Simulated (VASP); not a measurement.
A run of VASP 6.6.1 is set up as follows.

INCAR

```
PREC = Accurate
ENCUT = 520
EDIFF = 1E-7
ISMEAR = -1
SIGMA = 0.02
LREAL = F
LASPH = T
NELM = 100
ALGO = Normal
ISIF = 2
LWAVE = F
LCHARG = F
GGA = PS
NBANDS = 16
```

KPOINTS

```
regular mesh
0
Gamma
  13 13 13
```

POSCAR

```
GaN
1.0
    0.0000000000      1.9655710232      1.9655710232
    1.9655710232      0.0000000000      1.9655710232
    1.9655710232      1.9655710232      0.0000000000
Ga N
1 1
Direct
    0.5000000000      0.5000000000      0.5000000000
    0.0000000000      0.0000000000      0.0000000000
```

Potentials or basis: VASP PAW PBE potentials, release 64 (Ga_d, N).

Run with:

```sh
$ cat potpaw_PBE.64/Ga_d/POTCAR potpaw_PBE.64/N/POTCAR > POTCAR
$ mpirun -np 1 vasp_std > vasp.out
```

Task: Estimate the band gap on the k mesh.

Result: 2.12 eV, indirect (least direct gap 5.72 eV).

Task: Estimate the pressure.

Result: 80.4 GPa.

Caveat: the PAW data sets were made with another functional, which shifts forces and pressure a little. A k mesh can miss the band edges.
